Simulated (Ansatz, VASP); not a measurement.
Two plane-wave programs on Al

```
Al
1.0
     2.96940    0.00000    0.00000
    -1.48470    2.57158    0.00000
     0.00000    0.00000    4.78670
Al
2
Direct
  0.66667 0.33333 0.75000
  0.33333 0.66667 0.25000
```

Alike in both runs: task single point; functional PBEsol; k mesh 18 × 18 × 10; occupations gaussian, width 0.15 eV; no spin polarisation.

|  | VASP | Ansatz |
| --- | --- | --- |
| version | VASP 6.6.1 | Ansatz 0.2.0 |
| potentials or method | VASP PAW PBE potentials, release 64 (Al), cutoff 520 eV | scalar-relativistic, plane waves, PAW |
| valence electrons in the cell | 6 | 6 |

```csv
,VASP,Ansatz,Ansatz less VASP
gap on the k mesh at the Fermi level (eV),none,none,-
pressure (GPa),-6.9,-6.9,-0.05
"traceless stress, the component that is largest in VASP (GPa)",0.43,0.42,-0.005
```

VASP's potentials were made for PBE, not for PBEsol, and Ansatz warns of the same on its side. A gap of «none» marks a metal or a gap that the smearing closes.
